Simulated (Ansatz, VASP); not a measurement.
# PbS in VASP and in Ansatz

```
Pb S
1.0
     0.00000    2.96500    2.99465
     2.96500    0.00000    2.99465
     2.96500    2.96500    0.00000
Pb S
1 1
Cartesian
  0.0000 0.0000 0.0000
  2.9650 2.9650 2.9947
```

Change from the starting cell: zz strain of +1 %, crystal datasets.

Alike in both runs: task electric field gradients; functional PBE; k mesh 8 × 8 × 8; occupations fermi-dirac, width 0.01 eV; no spin polarisation.

|  | VASP | Ansatz |
| --- | --- | --- |
| version | VASP 6.6.1 | Ansatz 0.2.0 |
| potentials or method | VASP PAW PBE potentials, release 64 (Pb_d, S), cutoff 520 eV | all-electron PAW with datasets made for the crystal, scalar-relativistic |

Ansatz gave:

```
gap on the k mesh at the Fermi level (eV)                     : 0.39
pressure (GPa)                                                : 1.7
traceless stress, the component that is largest in VASP (GPa) : -0.81
size of Vzz on the site where it differs most (V/Å²)          : 31.8
```

Question: What did VASP give for the same quantities?

Answer: gap on the k mesh at the Fermi level (eV): 0.40; pressure (GPa): 1.6; traceless stress, the component that is largest in VASP (GPa): -0.82; size of Vzz on the site where it differs most (V/Å²): 28.9.

Ansatz ran all-electron here, and VASP with PAW potentials.

Neither program's run includes spin-orbit coupling.
